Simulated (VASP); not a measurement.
Al, 13 atoms in the cell. The cell holds a slab with vacuum, 13 atoms: a = 5.728 Å, b = 5.728 Å, c = 17.677 Å, α = 90.00°, β = 90.00°, γ = 60.00°. 

| Quantity | Value |
| --- | --- |
| Program | VASP 6.6.1 |
| Task | single point |
| Functional | PBEsol |
| Potentials or basis | VASP PAW PBE potentials, release 64 (Al) |
| Cutoff | 520 eV |
| k mesh | 3 × 3 × 1 |
| Occupations | gaussian, width 0.15 eV |
| Spin | no spin polarisation |
| Dipole correction | no |
| Further INCAR settings | ALGO = Normal; EDIFF = 1e-06; NBANDS = 32 |

Potentials or basis: VASP PAW PBE potentials, release 64 (Al).

The run is started by

```console
$ cat potpaw_PBE.64/Al/POTCAR > POTCAR
$ mpirun -np 1 vasp_std > vasp.out
```

Hardware: 1 thread of AMD EPYC 9R45 (Zen 5) (shared host).

Task: Estimate the wall time of this run.

Result: Wall time 81 s on 1 thread of AMD EPYC 9R45 (Zen 5) (shared host), peak memory 0.56 GiB. Counts: scf iterations 21, k points 3.
